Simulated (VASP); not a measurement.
TaPAu3: relaxation of cell and atoms with PBE

Crystal: TaPAu3.

```
Ta P Au
1.0
     6.25665    0.00000    0.00000
    -3.12833    5.41842    0.00000
     0.00000    0.00000    5.34538
Ta P Au
2 2 6
Direct
  0.33333 0.66667 0.75000
  0.66667 0.33333 0.25000
  0.00000 0.00000 0.50000
  0.00000 0.00000 0.00000
  0.14600 0.29200 0.25000
  0.85400 0.14600 0.75000
  0.85400 0.70800 0.75000
  0.14600 0.85400 0.25000
  0.70800 0.85400 0.25000
  0.29200 0.14600 0.75000
```

```yaml
Program: VASP 6.6.1
Task: relaxation of cell and atoms
Functional: PBE
Potentials_or_basis: VASP PAW PBE potentials, release 64 (Ta_pv, P, Au)
Cutoff: 600 eV
k_mesh: 3 × 3 × 4
Occupations: gaussian, width 0.1 eV
Spin: no spin polarisation
Dipole_correction: no
Further_INCAR_settings: ALGO = Normal; EDIFF = 1e-06; IBRION = 2; EDIFFG = -0.04; NSW = 90; ISIF = 3
```

```json
{
 "Relaxed volume": "18.57 Å³/atom",
 "Relaxed cell": "a = 6.858 Å, b = 6.858 Å, c = 4.561 Å, α = 90.00°, β = 90.00°, γ = 120.00°",
 "Space group after relaxing (to 0.1 Å)": "P6_3/mmc (No. 194)",
 "Energy gained by relaxing": "1760.7 meV/atom",
 "Ionic steps": "25",
 "Pressure after relaxing": "0.0 GPa",
 "Largest force after relaxing": "0.022 eV/Å",
 "Band gap on the k mesh": "zero (bands 49 and 50 overlap by 0.80 eV)"
}
```

Forces in eV/Å, atoms in the order of the input:
```
Ta   0.000  0.000  0.000
Ta   0.000  0.000  0.000
P    0.000  0.000  0.000
P    0.000  0.000  0.000
Au   0.000  0.022  0.000
Au  -0.019  0.011  0.000
Au   0.000 -0.022  0.000
Au   0.019 -0.011  0.000
Au  -0.019 -0.011  0.000
Au   0.019  0.011  0.000
```

Step by step:
```csv
step,energy change (eV),largest force (eV/Å),pressure (GPa),volume (Å³)
1,0.0000,13.0231,47.71,181.21
2,0.3541,0.0201,-13.88,361.83
3,-3.8394,0.0360,-16.63,317.71
4,-7.4999,0.1072,-17.88,283.82
5,-12.2197,1.8103,-11.54,228.76
6,-12.2137,2.9715,-5.58,215.42
7,-12.3324,2.3377,-8.89,221.89
8,-15.1416,2.2151,-3.77,196.15
9,-15.7559,0.4399,10.47,175.35
10,-15.8876,1.4427,3.68,182.72
11,-15.9047,1.2259,5.28,180.71
12,-16.2184,1.7489,1.75,185.33
13,-16.3366,0.6497,2.24,183.80
14,-16.8260,0.0734,-4.46,191.22
15,-16.9019,0.0895,-6.54,194.57
16,-17.2982,0.1295,-4.01,189.72
17,-17.5315,0.0550,-0.42,184.70
18,-16.9767,0.4433,12.97,173.77
19,-17.5619,0.0194,1.01,183.11
20,-17.5665,0.0079,2.20,181.93
21,-17.5669,0.0012,1.91,182.20
22,-17.5971,0.0032,1.30,183.64
23,-17.6022,0.0051,1.00,184.57
24,-17.6064,0.0301,-0.32,186.12
25,-17.6068,0.0216,0.01,185.74
```

Final structure:
```
Ta P Au
1.0
     6.85771    0.00000    0.00000
    -3.42885    5.93895    0.00000
     0.00000    0.00000    4.56061
Ta P Au
2 2 6
Direct
  0.33333 0.66667 0.75000
  0.66667 0.33333 0.25000
  0.00000 0.00000 0.50000
  0.00000 0.00000 0.00000
  0.19524 0.39049 0.25000
  0.80476 0.19524 0.75000
  0.80476 0.60951 0.75000
  0.19524 0.80476 0.25000
  0.60951 0.80476 0.25000
  0.39049 0.19524 0.75000
```

Levels at points of the mesh, in eV from the Fermi level:
```
           k point  band 45  band 46  band 47  band 48  band 49  band 50  band 51  band 52  band 53  band 54
(0.00, 0.00, 0.00)    -2.80    -1.18    -1.18     0.59     0.59     0.63     0.63     0.71     1.05     1.05
(0.00, 0.00, 0.50)    -1.20    -1.20    -1.20    -1.20    -0.18    -0.18     0.68     0.68     0.83     0.83
```

It took 30 min on 1 thread of Intel(R) Xeon(R) 6975P-C (Granite Rapids) (shared host), peak memory 0.45 GiB.

Caveat: the k points lie up to 0.35 Å⁻¹ apart in the final cell, too coarse for converged energies and pressures of a metal; spin-orbit coupling is left out, which moves the levels of the heavy elements.
